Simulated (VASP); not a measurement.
Here is a VASP 6.6.1 calculation.

Contents of INCAR:

```
  PREC = Accurate
  ENCUT = 520
  EDIFF = 1E-7
  ISMEAR = 0
  SIGMA = 0.1
  LREAL = False
  LASPH = True
  NELM = 100
  ALGO = Normal
  ISIF = 2
  LWAVE = False
  LCHARG = True
  GGA = PE
  LELF = True
  LVHAR = True
  NBANDS = 38
```

Contents of KPOINTS:

```
Automatic mesh
0
Gamma
  10 10 6
```

The input POSCAR:

```
Ti
1.0
    2.6627814360     -2.6620612064      0.0000000000
    2.6627814360      2.6620612064      0.0000000000
    0.0000000000      0.0000000000      6.8530931643
Ti
5
Direct
    0.5000000000      0.0000000000      0.3004551303
    0.0000000000      0.5000000000      0.6995448697
    0.0000000000      0.5000000000      0.3004551303
    0.5000000000      0.0000000000      0.6995448697
    0.0000000000      0.0000000000      0.0000000000
```

Potentials or basis: VASP PAW PBE potentials, release 64 (Ti_sv).

Run with:

```bash
$ cat potpaw_PBE.64/Ti_sv/POTCAR > POTCAR
$ mpirun -np 1 vasp_std > vasp.out
```

(1) What does it give for the band gap on the k mesh?

(2) Predict the pressure.

## Answers

(1) zero (band 30 reaches 7.16 eV, above the bottom of band 31 at 6.20 eV).

(2) -0.2 GPa.
